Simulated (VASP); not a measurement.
Write the native input for VASP 6.6.1 that does the following.

* Task: single point
* Functional: PBEsol
* Potentials or basis: VASP PAW PBE potentials, release 64 (Lu, H)
* Cutoff: 520 eV
* k mesh: 14 × 14 × 14
* Occupations: gaussian, width 0.1 eV
* Spin: no spin polarisation
* Dipole correction: no
* Further INCAR settings: ALGO = Normal; EDIFF = 1e-06; NBANDS = 20

The structure of LuH2 lies in POSCAR:

```
LuH2
1.0
    0.0000000000      2.4790163979      2.4790163979
    2.4790163979      0.0000000000      2.4790163979
    2.4790163979      2.4790163979      0.0000000000
Lu H
1 2
Direct
    0.0000000000      0.0000000000      0.0000000000
    0.2500000000      0.2500000000      0.2500000000
    0.7500000000      0.7500000000      0.7500000000
```

One way to write it, as run:

INCAR

```
SYSTEM = LuH2
PREC     = Accurate       ! precision mode
ENCUT    = 520            ! plane-wave cutoff, eV
EDIFF    = 1E-6           ! SCF threshold, eV
ISMEAR   = 0              ! smearing method
SIGMA    = 0.1            ! smearing width, eV
LREAL    = .FALSE.        ! projectors in reciprocal space
LASPH    = .TRUE.         ! aspherical terms in the spheres
NELM     = 100            ! most SCF steps
ALGO     = Normal         ! electronic algorithm
ISIF     = 2              ! what is computed and relaxed
LWAVE    = .FALSE.        ! write WAVECAR
LCHARG   = .TRUE.         ! write CHGCAR
GGA      = PS             ! functional
LELF     = .TRUE.         ! ELF
LVHAR    = .TRUE.       
NBANDS   = 20             ! bands
```

KPOINTS

```
Automatic mesh
0
G
  14 14 14
  0 0 0
```

Potentials or basis: VASP PAW PBE potentials, release 64 (Lu, H).

The run is started by

```sh
$ cat potpaw_PBE.64/Lu/POTCAR potpaw_PBE.64/H/POTCAR > POTCAR
$ mpirun -np 1 vasp_std > vasp.out
```

Results of the run:

| Quantity | Value |
| --- | --- |
| Pressure | 0.4 GPa |
| Band gap on the k mesh | zero (an odd number of electrons rules out a gap without spin polarisation) |

Caveat: the PAW data sets were made with another functional, which shifts forces and pressure a little; spin-orbit coupling is left out, which moves the levels of the heavy elements.

It took 100 s on 1 thread of AMD EPYC 7R43 64-Core Processor (Zen 3), with other jobs on the host, peak memory 0.18 GiB.
